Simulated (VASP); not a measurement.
## CdSe: single point with PBE

CdSe:

```
CELL_PARAMETERS angstrom
0.00000 3.07027 3.07027
3.07027 0.00000 3.07027
3.07027 3.07027 0.00000
ATOMIC_POSITIONS crystal
Cd 0.00000 0.00000 0.00000
Se 0.75407 0.74593 0.75407
```

```
Program             : VASP 6.6.1
Task                : single point
Functional          : PBE
Potentials or basis : VASP PAW PBE potentials, release 64 (Cd, Se)
Cutoff              : 520 eV
k mesh              : 6 × 6 × 6
Occupations         : gaussian, width 0.01 eV
Spin                : no spin polarisation
```

| Property | Result |
| --- | --- |
| Pressure | 1.6 GPa |
| Largest force | 0.115 eV/Å |
| Band gap on the k mesh | 0.53 eV, direct |

Forces in eV/Å, atoms in the order of the input:
```
Cd   0.000  0.115  0.000
Se   0.000 -0.115  0.000
```

Stress tensor (GPa, compression positive):
```
1.60 0.00 0.42
0.00 1.58 0.00
0.42 0.00 1.60
```

Levels at points of the mesh, in eV from the valence-band top:
```
           k point  band 7  band 8  band 9  band 10  band 11  band 12
(0.00, 0.00, 0.00)   -0.03   -0.01    0.00     0.53     5.90     5.92
(0.50, 0.00, 0.00)   -4.21   -0.74   -0.69     2.32     6.36     6.46
(0.00, 0.50, 0.00)   -4.27   -0.76   -0.70     2.36     6.38     6.48
(0.50, 0.50, 0.00)   -3.97   -1.77   -1.77     3.17     3.71     8.97
(0.50, 0.00, 0.50)   -3.97   -1.78   -1.76     3.17     3.72     8.97
```

Wall time 28 s on 1 thread of Intel(R) Xeon(R) Platinum 8488C (Sapphire Rapids), with other jobs on the host, peak memory 0.19 GiB.

As with any semilocal functional, this PBE gap is likely too small.
